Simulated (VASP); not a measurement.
Write the native input for VASP 6.6.1 that does the following.

* Task: single point
* Functional: LDA
* Potentials or basis: VASP PAW LDA potentials, release 64 (Si, Ni)
* Cutoff: 520 eV
* k mesh: 8 × 7 × 5
* Occupations: fermi-dirac, width 0.05 eV
* Spin: no spin polarisation
* Dipole correction: no
* Further INCAR settings: ALGO = Normal; EDIFF = 1e-06; NBANDS = 22

The structure of SiNi lies in POSCAR:

```
SiNi
1.0
    2.9427706600      0.0000000000      0.0000000000
    0.0000000000      3.2803255400      0.0000000000
    0.0000000000      0.0000000000      4.6774467600
Si Ni
2 2
Direct
   -0.0226052274     -0.0000097551      0.2408848369
    0.8533560002      0.5000104349      0.8189741533
    0.3468656304      0.0000097551      0.6710804336
    0.4890503428      0.4999897053      0.2690606787
```

These files were run (other wordings do the same):

INCAR

```
SYSTEM = SiNi
PREC = Accurate
ENCUT = 520
EDIFF = 1E-6
ISMEAR = -1
SIGMA = 0.05
LREAL = .False.
LASPH = .True.
NELM = 80
ALGO = Normal
ISIF = 2
LWAVE = .False.
LCHARG = .True.
GGA = CA
LELF = .True.
LVHAR = .True.
NBANDS = 22
```

KPOINTS

```
Automatic mesh
0
Gamma
  8 7 5
  0 0 0
```

Potentials or basis: VASP PAW LDA potentials, release 64 (Si, Ni).

Launch:

```console
$ cat potpaw_LDA.64/Si/POTCAR potpaw_LDA.64/Ni/POTCAR > POTCAR
$ mpirun -np 1 vasp_std > vasp.out
```

It gave:

```json
{"Pressure": "8.8 GPa", "Largest force": "0.024 eV/Å", "Band gap on the k mesh": "zero (bands 14 and 15 overlap by 1.58 eV)"}
```

Caveat: the stress differs along the axes, from -0 to 22 GPa.

Wall time 57 s on 1 thread of Intel(R) Xeon(R) Platinum 8488C (Sapphire Rapids) (shared host), peak memory 0.22 GiB.
